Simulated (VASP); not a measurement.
Crystal: SnSe2.

```
Sn Se
1.0
     3.82515    0.00000    0.00000
    -1.91257    3.31268    0.00000
     0.00000    0.00000    6.04027
Sn Se
1 2
Direct
  0.00000 0.00000 0.00000
  0.33333 0.66667 0.26004
  0.66667 0.33333 0.73996
```

This cell differs from its parent crystal: uniaxial z strain -3.0%.

Base run:

| Item | Value |
| --- | --- |
| Program | VASP 6.6.1 |
| Functional | r2SCAN |
| Potentials or basis | VASP PAW PBE potentials, release 64 (Sn_d, Se) |
| Cutoff | 520 eV |
| k mesh | 12 × 12 × 4 |
| Occupations | gaussian, width 0.01 eV |
| Spin | no spin polarisation |

Its results: band gap on the k mesh 0.86 eV, indirect (least direct gap 1.33 eV); pressure 1.7 GPa; largest force 0.024 eV/Å.

**Question.** The run is repeated on the same cell with these changes: functional from r2SCAN to PBE; k mesh from 12 × 12 × 4 to 6 × 6 × 2. What comes out?

**Answer.** Band gap on the k mesh 0.76 eV, indirect (least direct gap 0.92 eV); pressure 3.7 GPa; largest force 0.261 eV/Å.

Several settings changed at once, so the effect can't be laid on one alone.

Caveats: some runs use coarse meshes; spin-orbit coupling is left out, which moves the levels of the heavy elements; the PAW data sets were made with another functional, which shifts forces and pressure a little (some runs); this functional lacks dispersion, which binds the layers, so the pressure and a relaxed spacing across them are unreliable (some runs).

A k mesh can miss the band edges.
